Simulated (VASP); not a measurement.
# HfB2 (P6/mmm) in VASP: a series of runs, part 2 of 2

VASP 6.6.1. Earlier steps stand in the parts before.

**4. Single point, PBE**

This run uses another cell than the first one, of 9.28 Å³/atom, 1.057 times its volume.

Input file INCAR:

```
ALGO = Normal ; EDIFF = 1E-6
ENCUT = 520 ; GGA = PE
ISIF = 2 ; ISMEAR = -1
LASPH = True ; LCHARG = False
LREAL = False ; LWAVE = False
NBANDS = 15 ; NELM = 80
PREC = Accurate ; SIGMA = 0.05
```

Input file KPOINTS:

```
k-points
0
Gamma
  11 11 9
```

Input file POSCAR:

```
HfB2
1.0
    3.0776174983      0.0000000000      0.0000000000
   -1.5388087492      2.6652949367      0.0000000000
    0.0000000000      0.0000000000      3.3947301696
Hf B
1 2
Direct
    0.0000000000      0.0000000000      0.0000000000
    0.3333333333      0.6666666667      0.5000000000
    0.6666666667      0.3333333333      0.5000000000
```

Potentials or basis: VASP PAW PBE potentials, release 64 (Hf_pv, B).

Launch:

```sh
> cat potpaw_PBE.64/Hf_pv/POTCAR potpaw_PBE.64/B/POTCAR > POTCAR
> mpirun -np 1 vasp_std > vasp.out
```

OUTCAR:

```text
EDIFF = 1E-6
   ENCUT = 520
   GGA = PE
   ISIF = 2
   ISMEAR = -1
   LASPH = True
   LREAL = False
   NELM = 80
   PREC = Accurate

 ion  position               nearest neighbor table
   1  0.000  0.000  0.000-   2 2.46   3 2.46   2 2.46   3 2.46   3 2.46   3 2.46   2 2.46   2 2.46
                             3 2.46   3 2.46   2 2.46   2 2.46
   2  0.333  0.667  0.500-   3 1.78   3 1.78   3 1.78   1 2.46   1 2.46   1 2.46   1 2.46   1 2.46
                             1 2.46
   3  0.667  0.333  0.500-   2 1.78   2 1.78   2 1.78   1 2.46   1 2.46   1 2.46   1 2.46   1 2.46
                             1 2.46

  LATTYP: Found a hexagonal cell.
 ALAT       =     3.0776174983
 C/A-ratio  =     1.1030383638

  Lattice vectors:

 A1 = (   3.0776174983,   0.0000000000,   0.0000000000)
 A2 = (  -1.5388087492,   2.6652949367,   0.0000000000)
 A3 = (   0.0000000000,   0.0000000000,   3.3947301696)

Analysis of symmetry for initial positions (statically):
=====================================================================
 Subroutine PRICEL returns:
 Original cell was already a primitive cell.

 Routine SETGRP: Setting up the symmetry group for a
 hexagonal supercell.

 Subroutine GETGRP returns: Found 24 space group operations
 (whereof 24 operations were pure point group operations)
 out of a pool of 24 trial point group operations.

The static configuration has the point symmetry D_6h.

Analysis of symmetry for dynamics (positions and initial velocities):
=====================================================================
 Subroutine PRICEL returns:
 Original cell was already a primitive cell.

 Routine SETGRP: Setting up the symmetry group for a
 hexagonal supercell.

 Subroutine GETGRP returns: Found 24 space group operations
 (whereof 24 operations were pure point group operations)
 out of a pool of 24 trial point group operations.

The dynamic configuration has the point symmetry D_6h.

 Subroutine INISYM returns: Found 24 space group operations
 (whereof 24 operations are pure point group operations),
 and found     1 'primitive' translations

----------------------------------------------------------------------------------------

                                     Primitive cell

  volume of cell :      27.8462

  direct lattice vectors                    reciprocal lattice vectors
     3.077617498  0.000000000  0.000000000     0.324926668  0.187596499  0.000000000
    -1.538808749  2.665294937  0.000000000     0.000000000  0.375192999  0.000000000
     0.000000000  0.000000000  3.394730170     0.000000000  0.000000000  0.294574222

  length of vectors
     3.077617498  3.077617498  3.394730170     0.375192999  0.375192999  0.294574222

  position of ions in fractional coordinates (direct lattice)
     0.000000000  0.000000000  0.000000000
     0.333333333  0.666666667  0.500000000
     0.666666667  0.333333333  0.500000000

  ion indices of the primitive-cell ions
   primitive index   ion index
                 1           1
                 2           2
                 3           3

----------------------------------------------------------------------------------------

 KPOINTS: k-points

Automatic generation of k-mesh.
 Grid dimensions read from file:
 generate k-points for:   11   11    9

 Generating k-lattice:
[... 46 lines left out ...]
   total plane-waves  NPLWV =  16128
   dimension x,y,z NGX =    24 NGY =   24 NGZ =   28
   dimension x,y,z NGXF=    48 NGYF=   48 NGZF=   56
   ions per type =               1   2
   NGX,Y,Z   is equivalent  to a cutoff of  12.96, 12.96, 13.71 a.u.
   NGXF,Y,Z  is equivalent  to a cutoff of  25.93, 25.93, 27.42 a.u.
 SYSTEM =  unknown system
   PREC   = accura    normal or accurate (medium, high low for compatibility)
   ISTART =      0    job   : 0-new  1-cont  2-samecut
   ICHARG =      2    charge: 1-file 2-atom 10-const
   ISPIN  =      1    spin polarized calculation?
   LNONCOLLINEAR =      F non collinear calculations
   LSORBIT =      F    spin-orbit coupling
   LASPH  =      T    aspherical Exc in radial PAW
   ENCUT  =  520.0 eV  38.22 Ry    6.18 a.u.   5.72  5.72  6.31*2*pi/ulx,y,z
   NELM   =     80;   NELMIN=  2; NELMDL= -5     # of ELM steps
   EDIFF  = 0.1E-05   stopping-criterion for ELM
   LREAL  =      F    real-space projection
   EDIFFG = 0.1E-04   stopping-criterion for IOM
   NSW    =      0    number of steps for IOM
   IBRION =     -1    ionic relax: 0-MD 1-quasi-New 2-CG
   NFREE  =      0    steps in history (QN), initial steepest desc. (CG)
   ISIF   =      2    stress and relaxation
   ISYM   =      2    0-nonsym 1-usesym 2-fastsym
   POTIM  = 0.5000    time-step for ionic-motion
   TEBEG  =    0.0;   TEEND  =   0.0 temperature during run
   PSTRESS=    0.0 pullay stress
   NELECT =      16.0000    total number of electrons
   NUPDOWN=      -1.0000    fix difference up-down
   EMIN   =  10.00;   EMAX   =-10.00  energy-range for DOS
   EFERMI =   0.00;   METHOD = LEGACY
   ISMEAR =    -1;   SIGMA  =   0.05  broadening in eV -4-tet -1-fermi 0-gaus
   EFERMI_NEDOS =   21; number of points for ismear=-14 and -15
   IALGO  =     38    algorithm
   IMIX   =      4    mixing-type and parameters
     AMIX     =   0.40;   BMIX     =  1.00
     AMIX_MAG =   1.60;   BMIX_MAG =  1.00
  volume/ion in A,a.u.               =       9.28        62.64
  Fermi-wavevector in a.u.,A,eV,Ry     =   1.361005  2.571927 25.202548  1.852335
  Thomas-Fermi vector in A             =   2.487619
   LORBIT       =      0    0 simple, 1 ext, 2 COOP (PROOUT), +10 PAW based schemes
   GGA     = PE    functional components
   LHFCALC =     F    Hartree Fock is set to
   AEXX    =    0.0000 exact exchange contribution
   IVDW    =     0    specifies the selected vdW correction
   LEPSILON=     F    determine dielectric tensor
   LRPA    =     F    only Hartree local field effects (RPA)
 non-spin polarized calculation
  energy-cutoff  :      520.00
  volume of cell :       27.85
 maximum number of plane-waves:       769
 NGX is ok and might be reduce to    24
   NGX = 11   NGY = 11   NGZ = 13

 number of electron      16.0000002 magnetization

 Free energy of the ion-electron system (eV)
  ---------------------------------------------------
  ext. energy  EPLUGINS =         0.00000000
  ---------------------------------------------------
  free energy    TOTEN  =       -26.28892720 eV

  energy without entropy =      -26.28779935  energy(sigma->0) =      -26.28836327

 E-fermi :   8.1596     XC(G=0): -12.9057

 val. band max:        8.0462622851   @ k =   0.0000   0.0000   0.2222
 cond. band min:       8.1819486668   @ k =   0.2727   0.1818   0.0000
 fundamental gap:      0.1356863817
 Fermi energy:         8.1596361794

 k-point     1 :       0.0000    0.0000    0.0000
  band No.  band energies     occupation
      1     -22.2338      2.00000
      2     -21.6555      2.00000
      3     -21.6555      2.00000
      4      -5.9283      2.00000
      5       5.0411      2.00000
      6       5.1200      2.00000
      7       5.1200      2.00000
      8       5.4834      2.00000
      9      12.5486      0.00000
     10      12.5486      0.00000
     11      13.2569      0.00000
     12      13.2569      0.00000
     13      13.4353      0.00000
     14      13.4353      0.00000
[... 401 lines left out ...]
      2     -22.0961      2.00000
      3     -21.7727      2.00000
      4      -4.5102      2.00000
      5       2.7306      2.00000
      6       3.9608      2.00000
      7       4.6060      2.00000
      8       6.6740      2.00000
      9       9.2181      0.00000
     10      11.8897      0.00000
     11      12.6092      0.00000
     12      13.6271      0.00000
     13      15.0687      0.00000
     14      15.7375      0.00000
     15      17.4180      0.00000

 [... further k-points ...]

------------------------ aborting loop because EDIFF is reached ----------------------------------------

  FORCE on cell =-STRESS in cart. coord.  units (eV):
  Direction    XX          YY          ZZ          XY          YZ          ZX
  --------------------------------------------------------------------------------------
  -------------------------------------------------------------------------------------
  Total        3.4184588      3.4184588      3.5130897     -0.0000000     -0.0000000      0.0000000
  in kB      196.6870450    196.6870450    202.1317985     -0.0000000     -0.0000000      0.0000000
  external PRESSURE =     198.5019628 kB  Pullay stress =       0.0000000 kB

 VOLUME and BASIS-vectors are now :
 -----------------------------------------------------------------------------
  energy-cutoff  :      520.00
  volume of cell :       27.85
      direct lattice vectors                 reciprocal lattice vectors
     3.077617498  0.000000000  0.000000000     0.324926668  0.187596499  0.000000000
    -1.538808749  2.665294937  0.000000000     0.000000000  0.375192999  0.000000000
     0.000000000  0.000000000  3.394730170     0.000000000  0.000000000  0.294574222

 POSITION                                       TOTAL-FORCE (eV/Angst)
 -----------------------------------------------------------------------------------
      0.00000      0.00000      0.00000        -0.000000      0.000000      0.000000
     -0.00000      1.77686      1.69737        -0.000000     -0.000000      0.000000
      1.53881      0.88843      1.69737         0.000000      0.000000      0.000000
 -----------------------------------------------------------------------------------
    total drift:                               -0.000000      0.000000      0.000000

  FREE ENERGIE OF THE ION-ELECTRON SYSTEM (eV)
  ---------------------------------------------------
  free  energy   TOTEN  =       -26.2889271976 eV

  energy  without entropy=      -26.2877993459  energy(sigma->0) =      -26.28836327
```

stdout:

```text
POSCAR found type information on POSCAR HfB
 POSCAR found :  2 types and       3 ions
 scaLAPACK will be used
 LDA part: xc-table for (Slater+PW92), standard interpolation
 POSCAR, INCAR and KPOINTS ok, starting setup
 FFT: planning ... GRIDC
 FFT: planning ... GRID_SOFT
 FFT: planning ... GRID
 WAVECAR not read
 entering main loop
```

Wall time 23 s (1 thread of Intel Xeon 6455B, shared host); peak memory 0.16 GiB.

What came out:

| Quantity | Value |
| --- | --- |
| Free energy | -26.2889 eV |
| Pressure | 19.9 GPa |
| Band gap on the k mesh | zero (band 8 reaches 8.99 eV, above the bottom of band 9 at 7.64 eV) |

Stress tensor (GPa, compression positive):
```
19.67  0.00  0.00
 0.00 19.67  0.00
 0.00  0.00 20.21
```

Caveat: spin-orbit coupling is left out, which moves the levels of the heavy elements.

**5. Single point, PBE**

This run uses another cell than the first one, of 9.59 Å³/atom, 1.093 times its volume.

Input file INCAR:

```
SYSTEM = HfB2
  PREC = Accurate
  ENCUT = 520
  EDIFF = 1E-7
  ISMEAR = -1
  SIGMA = 0.05
  LREAL = .False.
  LASPH = .True.
  NELM = 80
  ALGO = Normal
  ISIF = 2
  LWAVE = .False.
  LCHARG = .False.
  GGA = PE
  NBANDS = 15
```

Input file KPOINTS:

```
regular mesh
0
Gamma
  11 11 9
  0 0 0
```

Input file POSCAR:

```
HfB2
1.0
    3.1090815862      0.0000000000      0.0000000000
   -1.5545407931      2.6925436361      0.0000000000
    0.0000000000      0.0000000000      3.4378300144
Hf B
1 2
Direct
    0.0000000000      0.0000000000      0.0000000000
    0.3333333333      0.6666666667      0.5000000000
    0.6666666667      0.3333333333      0.5000000000
```

Launch:

```sh
> cat potpaw_PBE.64/Hf_pv/POTCAR potpaw_PBE.64/B/POTCAR > POTCAR
> mpirun -np 1 vasp_std > vasp.out
```

It took 27 s on 1 thread of Intel Xeon 6455B, shared host; peak memory 0.17 GiB.

Results (log left out):

```
Free energy            : -26.3748 eV
Pressure               : 9.7 GPa
Band gap on the k mesh : zero (band 8 reaches 8.73 eV, above the bottom of band 9 at 7.40 eV)
```

Stress tensor (GPa, compression positive):
```
9.55 0.00 0.00
0.00 9.55 0.00
0.00 0.00 9.95
```

Levels at points of the mesh, in eV from the Fermi level:
```tsv
k point	band 4	band 5	band 6	band 7	band 8	band 9	band 10	band 11	band 12	band 13
(0.00, 0.00, 0.00)	-13.90	-3.04	-2.95	-2.95	-2.71	4.22	4.22	4.89	4.89	5.15
```

Caveat: spin-orbit coupling is left out, which moves the levels of the heavy elements.

**6. Overview**

| cell | gap on the mesh (eV) | pressure (GPa) |
| --- | --- | --- |
| a = 3.024, b = 3.024, c = 3.324 Å, angles 90.0, 90.0, 120.0°, 3 atoms | none | 40.1 |
| a = 3.050, b = 3.050, c = 3.357 Å, angles 90.0, 90.0, 120.0°, 3 atoms | none | 30.0 |
| a = 3.078, b = 3.078, c = 3.395 Å, angles 90.0, 90.0, 120.0°, 3 atoms | none | 19.9 |
| a = 3.109, b = 3.109, c = 3.438 Å, angles 90.0, 90.0, 120.0°, 3 atoms | none | 9.7 |

Alike in all rows: task single point; level PBE; potentials or basis VASP PAW PBE potentials, release 64 (Hf_pv, B); no spin polarisation; k mesh 11 × 11 × 9; cutoff (eV) 520; smearing fermi-dirac 0.05 eV.

Caveats: spin-orbit coupling is left out, which moves the levels of the heavy elements.

Absolute energies hang on the potentials; compare differences alone.
